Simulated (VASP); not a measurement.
# Ge (P6_3/mmc) in VASP: a series of runs, part 3 of 3

VASP 6.6.1. Earlier steps stand in the parts before.

### Step 5. Single point, r2SCAN

This run uses another cell than the first one, of 22.26 Å³/atom, 1.083 times its volume.

File POSCAR:

```
Ge
1.0
    3.9639912520      0.0000000000      0.0000000000
   -1.9819956260      3.4329170951      0.0000000000
    0.0000000000      0.0000000000      6.5439184200
Ge
4
Direct
    0.6666666667      0.3333333333      0.0629010000
    0.3333333333      0.6666666667      0.5629010000
    0.6666666667      0.3333333333      0.4370990000
    0.3333333333      0.6666666667      0.9370990000
```

File INCAR.step1:

```
SYSTEM = Ge
ALGO = Normal
EDIFF = 1E-4
ENCUT = 520
GGA = PE
ISMEAR = 1
LASPH = .TRUE.
LCHARG = .FALSE.
LREAL = .FALSE.
LWAVE = .TRUE.
NBANDS = 36
NELM = 80
PREC = Accurate
SIGMA = 0.15
```

File INCAR.step2:

```
SYSTEM = Ge
ALGO = Normal
EDIFF = 1E-7
ENCUT = 520
ISIF = 2
ISMEAR = 1
ISTART = 1
LASPH = .TRUE.
LCHARG = .FALSE.
LMIXTAU = .TRUE.
LREAL = .FALSE.
LWAVE = .FALSE.
METAGGA = R2SCAN
NBANDS = 36
NELM = 80
PREC = Accurate
SIGMA = 0.15
```

File KPOINTS:

```
k-points
0
G
  7 7 4
  0 0 0
```

Potentials or basis: VASP PAW PBE potentials, release 64 (Ge_d).

The run is started by

```console
$ cat potpaw_PBE.64/Ge_d/POTCAR > POTCAR
$ cp INCAR.step1 INCAR
$ mpirun -np 1 vasp_std > vasp.out
$ cp INCAR.step2 INCAR
$ mpirun -np 1 vasp_std > vasp.out
```

OUTCAR:

```text
SYSTEM = Ge
   EDIFF = 1E-7
   ENCUT = 520
   ISIF = 2
   ISMEAR = 1
   ISTART = 1
   LASPH = .TRUE.
   LREAL = .FALSE.
   METAGGA = R2SCAN
   NELM = 80
   PREC = Accurate

 ion  position               nearest neighbor table
   1  0.667  0.333  0.063-   4 2.43   4 2.43   4 2.43   3 2.45
   2  0.333  0.667  0.563-   3 2.43   3 2.43   3 2.43   4 2.45
   3  0.667  0.333  0.437-   2 2.43   2 2.43   2 2.43   1 2.45
   4  0.333  0.667  0.937-   1 2.43   1 2.43   1 2.43   2 2.45

  LATTYP: Found a hexagonal cell.
 ALAT       =     3.9639912520
[... 1134 lines left out ...]
  Direction    XX          YY          ZZ          XY          YZ          ZX
  --------------------------------------------------------------------------------------
  -------------------------------------------------------------------------------------
  Total        1.0778930      1.0778930      1.0606220     -0.0000000      0.0000000      0.0000000
  in kB       19.3933294     19.3933290     19.0825911     -0.0000000      0.0000000      0.0000000
  external PRESSURE =      19.2897498 kB  Pullay stress =       0.0000000 kB

 VOLUME and BASIS-vectors are now :
 -----------------------------------------------------------------------------
  energy-cutoff  :      520.00
  volume of cell :       89.05
      direct lattice vectors                 reciprocal lattice vectors
     3.963991252  0.000000000  0.000000000     0.252270991  0.145648726  0.000000000
    -1.981995626  3.432917095  0.000000000     0.000000000  0.291297451  0.000000000
     0.000000000  0.000000000  6.543918420     0.000000000  0.000000000  0.152813641

 POSITION                                       TOTAL-FORCE (eV/Angst)
 -----------------------------------------------------------------------------------
      1.98200      1.14431      0.41162         0.000000     -0.000000      0.015815
     -0.00000      2.28861      3.68358        -0.000000      0.000000      0.015815
      1.98200      1.14431      2.86034         0.000000     -0.000000     -0.015815
     -0.00000      2.28861      6.13230        -0.000000      0.000000     -0.015815
 -----------------------------------------------------------------------------------
    total drift:                               -0.000000      0.000000      0.000000

  FREE ENERGIE OF THE ION-ELECTRON SYSTEM (eV)
  ---------------------------------------------------
  free  energy   TOTEN  =       -55.3879941862 eV

  energy  without entropy=      -55.3878382437  energy(sigma->0) =      -55.38794221
```

OUTCAR.step1:

```text
SYSTEM = Ge
   EDIFF = 1E-4
   ENCUT = 520
   GGA = PE
   ISMEAR = 1
   LASPH = .TRUE.
   LREAL = .FALSE.
   NELM = 80
[... 1163 lines left out ...]
     -0.00000      2.28861      3.68358        -0.000000     -0.000000      0.015174
      1.98200      1.14431      2.86034         0.000000      0.000000     -0.015174
     -0.00000      2.28861      6.13230        -0.000000     -0.000000     -0.015174
 -----------------------------------------------------------------------------------
    total drift:                               -0.000000      0.000000      0.000000

  FREE ENERGIE OF THE ION-ELECTRON SYSTEM (eV)
  ---------------------------------------------------
  free  energy   TOTEN  =       -17.8946134114 eV

  energy  without entropy=      -17.8942959126  energy(sigma->0) =      -17.89450758
```

OSZICAR.step1:

```text
N       E                     dE             d eps       ncg     rms          rms(c)
DAV:   1     0.503516788813E+03    0.50352E+03   -0.28170E+04  2004   0.434E+03
DAV:   2     0.687518012722E+02   -0.43476E+03   -0.42305E+03  1728   0.827E+02
DAV:   3    -0.135431815024E+02   -0.82295E+02   -0.81399E+02  1904   0.208E+02
DAV:   4    -0.179938373251E+02   -0.44507E+01   -0.44400E+01  1992   0.571E+01
DAV:   5    -0.180846476858E+02   -0.90810E-01   -0.90785E-01  1900   0.911E+00    0.467E+00
DAV:   6    -0.179580618363E+02    0.12659E+00   -0.67623E-02  1924   0.195E+00    0.275E+00
DAV:   7    -0.178902309691E+02    0.67831E-01   -0.11132E-01  1884   0.226E+00    0.197E-01
DAV:   8    -0.178937602799E+02   -0.35293E-02   -0.12617E-02  1916   0.985E-01    0.870E-02
DAV:   9    -0.178945796620E+02   -0.81938E-03   -0.88198E-04  1480   0.130E-01    0.209E-02
DAV:  10    -0.178946134114E+02   -0.33749E-04   -0.67565E-05  1452   0.905E-02
   1 F= -.17894613E+02 E0= -.17894508E+02  d E =-.317499E-03
```

It took 2.4 min on 1 thread of Intel Xeon 6975P-C (Granite Rapids), shared host; peak memory 0.23 GiB.

What came out:

* Free energy: -55.3880 eV
* Pressure: 1.9 GPa
* Largest force: 0.016 eV/Å
* Band gap on the k mesh: 0.13 eV, direct

Forces on the atoms (eV/Å):
```
Ge   0.000  0.000  0.016
Ge   0.000  0.000  0.016
Ge   0.000  0.000 -0.016
Ge   0.000  0.000 -0.016
```

Caveat: the PAW data sets were made with another functional, which shifts forces and pressure a little. A k mesh can miss the band edges.

### Step 6. Summary

```tsv
cell	gap on the mesh (eV)	pressure (GPa)	largest force (eV/Å)
a = 3.860, b = 3.860, c = 6.372 Å, angles 90.0, 90.0, 120.0°, 4 atoms	0.35	9.6	0.06
a = 3.895, b = 3.895, c = 6.430 Å, angles 90.0, 90.0, 120.0°, 4 atoms	0.27	6.7	0.05
a = 3.930, b = 3.930, c = 6.488 Å, angles 90.0, 90.0, 120.0°, 4 atoms	0.20	4.1	0.03
a = 3.964, b = 3.964, c = 6.544 Å, angles 90.0, 90.0, 120.0°, 4 atoms	0.13	1.9	0.02
```

Alike in all rows: task single point; level r2SCAN; potentials or basis VASP PAW PBE potentials, release 64 (Ge_d); no spin polarisation; k mesh 7 × 7 × 4; cutoff (eV) 520; smearing methfessel-paxton 0.15 eV.

Caveats: the PAW data sets were made with another functional, which shifts forces and pressure a little.

Absolute energies hang on the potentials; compare differences alone.
